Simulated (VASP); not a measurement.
Crystal: CaO.

```xyz
4
Lattice="3.9810 0.0000 0.0000 -1.9905 3.4477 0.0000 0.0000 0.0000 4.7701" Properties=species:S:1:pos:R:3 pbc="T T T"
Ca    0.0000    2.2984    1.1925
Ca    1.9905    1.1492    3.5776
O     1.9905    1.1492    1.1925
O     0.0000    2.2984    3.5776
```

Base run:

| Property | Result |
| --- | --- |
| Program | VASP 6.6.1 |
| Functional | r2SCAN |
| Potentials or basis | VASP PAW PBE potentials, release 64 (Ca_sv, O) |
| Cutoff | 520 eV |
| k mesh | 12 × 12 × 6 |
| Occupations | gaussian, width 0.01 eV |
| Spin | no spin polarisation |

Its results: band gap on the k mesh 3.61 eV; pressure 1.0 GPa.

Problem. The run is repeated on the same cell with these changes: functional from r2SCAN to PBE. What comes out?

Solution. Band gap on the k mesh 3.19 eV; pressure 2.3 GPa.

Caveats: the PAW data sets were made with another functional, which shifts forces and pressure a little (at least some runs).

A k mesh can miss the band edges.
